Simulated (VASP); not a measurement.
Input of a VASP 6.6.1 run:

File INCAR:

```
ALGO = Normal
EDIFF = 1E-6
ENCUT = 520
ISIF = 2
ISMEAR = -1
LASPH = T
LCHARG = F
LREAL = F
LWAVE = F
NBANDS = 12
NELM = 80
PREC = Accurate
SIGMA = 0.1
```

File KPOINTS:

```
k-points
0
Gamma
  22 22 22
```

Contents of POSCAR:

```
V
1.0
   -1.4636513664      1.4636513664      1.4636513664
    1.4636513664     -1.4636513664      1.4636513664
    1.4636513664      1.4636513664     -1.4636513664
V
1
Direct
    0.0000000000      0.0000000000      0.0000000000
```

Potentials or basis: VASP PAW LDA potentials, release 64 (V_sv).

The run is started by

```console
$ cat potpaw_LDA.64/V_sv/POTCAR > POTCAR
$ mpirun -np 1 vasp_std > vasp.out
```

Problem. Predict the pressure.

Solution. 0.5 GPa.
